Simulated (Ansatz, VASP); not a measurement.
One calculation of ZnSe, two programs

```
CELL_PARAMETERS angstrom
0.00000 2.58147 2.58147
2.58147 0.00000 2.58147
2.58147 2.58147 0.00000
ATOMIC_POSITIONS crystal
Zn 0.00000 0.00000 0.00000
Se 0.50000 0.50000 0.50000
```

Change from the starting cell: volume scaled by 0.94, PAW files.

Alike in both runs: task single point; functional PBEsol; k mesh 15 × 15 × 15; occupations fermi-dirac, width 0.05 eV; no spin polarisation.

|  | VASP | Ansatz |
| --- | --- | --- |
| version | VASP 6.6.1 | Ansatz 0.2.0 |
| potentials or method | VASP PAW PBE potentials, release 64 (Zn, Se) | PAW with Ansatz's default frozen-core files, scalar-relativistic |
| plane-wave cutoff (eV) | 520 | 420 |
| valence electrons in the cell | 18 | 28 |

```tsv
	VASP	Ansatz	Ansatz less VASP
pressure (GPa)	6.3	5.9	-0.40
```

VASP's potentials were made for PBE, not for PBEsol. VASP's potentials hold 18 valence electrons a cell and Ansatz's 28, so a difference there can come from the potentials and not from the codes.
